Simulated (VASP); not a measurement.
# Ca7TiO8: single point with PBEsol+U

Crystal: Ca7TiO8.

```
Ti Ca O
1.0
     0.00000    4.81500    4.81500
     4.81500    0.00000    4.81500
     4.81500    4.81500    0.00000
Ti Ca O
1 7 8
Direct
  0.00000 0.00000 0.00000
  0.00000 0.00000 0.50000
  0.00000 0.50000 0.00000
  0.00000 0.50000 0.50000
  0.50000 0.00000 0.00000
  0.50000 0.00000 0.50000
  0.50000 0.50000 0.00000
  0.50000 0.50000 0.50000
  0.25000 0.25000 0.25000
  0.24431 0.24431 0.75569
  0.24431 0.75569 0.24431
  0.24431 0.75569 0.75569
  0.75569 0.24431 0.24431
  0.75569 0.24431 0.75569
  0.75569 0.75569 0.24431
  0.75000 0.75000 0.75000
```

* Program: VASP 6.6.1
* Task: single point
* Functional: PBEsol
* Potentials or basis: VASP PAW PBE potentials, release 64 (Ti_sv, Ca_sv, O)
* Cutoff: 520 eV
* k mesh: 3 × 3 × 3
* Occupations: gaussian, width 0.05 eV
* Spin: collinear spin
* Starting moments: [1.58, 0.0, 0.0, 0.0, 0.0, 0.0, 0.0, 0.0, 0.0, 0.0, 0.0, 0.0, 0.0, 0.0, 0.0, 0.0] μB
* Hubbard terms: Ti d U = 5.0 eV

```yaml
Pressure: -6.3 GPa
Largest_force: 0.014 eV/Å
Band_gap_on_the_k_mesh: zero (filled and empty bands overlap)
Net_moment: -2.00 μB per cell
Site_moments: Ti -1.50; Ca -0.01, -0.02 (each value once); O +0.00, +0.02 (each value once) μB
Valence_electrons_inside_the_program's_atomic_spheres: Ti 10.00; Ca 8.22, 8.19 (each value once); O 4.97, 4.96 (each value once)
```

Forces in eV/Å, atoms in the order of the input:
```
Ti   0.000  0.000  0.000
Ca   0.000  0.000  0.000
Ca   0.000  0.000  0.000
Ca   0.000  0.000  0.000
Ca   0.000  0.000  0.000
Ca   0.000  0.000  0.000
Ca   0.000  0.000  0.000
Ca   0.000  0.000  0.000
O    0.000  0.000  0.000
O    0.000  0.000  0.014
O    0.000  0.014  0.000
O   -0.014  0.000  0.000
O    0.014  0.000  0.000
O    0.000 -0.014  0.000
O    0.000  0.000 -0.014
O    0.000  0.000  0.000
```

Levels at points of the mesh, in eV from the Fermi level:
Spin up:
| k point | band 61 | band 62 | band 63 | band 64 | band 65 | band 66 | band 67 | band 68 |
| --- | --- | --- | --- | --- | --- | --- | --- | --- |
| (0.00, 0.00, 0.00) | -3.42 | -3.00 | -3.00 | -3.00 | 0.61 | 0.61 | 0.61 | 1.35 |
Spin down:
```tsv
k point	band 62	band 63	band 64	band 65	band 66	band 67	band 68	band 69	band 70	band 71
(0.00, 0.00, 0.00)	-2.99	-2.99	-2.99	-0.56	-0.56	-0.56	1.11	1.54	1.54	1.54
```

Eigenvalues of the final occupation matrices:
| site | spin | trace | eigenvalues |
| --- | --- | --- | --- |
| site 1 d | 1 | 0.18 | 0.02 0.02 0.02 0.06 0.06 |
| site 1 d | 2 | 1.66 | 0.08 0.08 0.50 0.50 0.50 |

Wall time 7.6 min on 1 thread of Intel(R) Xeon(R) 6975P-C (Granite Rapids), with other jobs on the host, peak memory 0.55 GiB.

Caveat: the k points lie up to 0.38 Å⁻¹ apart, too coarse for converged energies and pressures of a metal; the PAW data sets were made with another functional, which shifts forces and pressure a little.
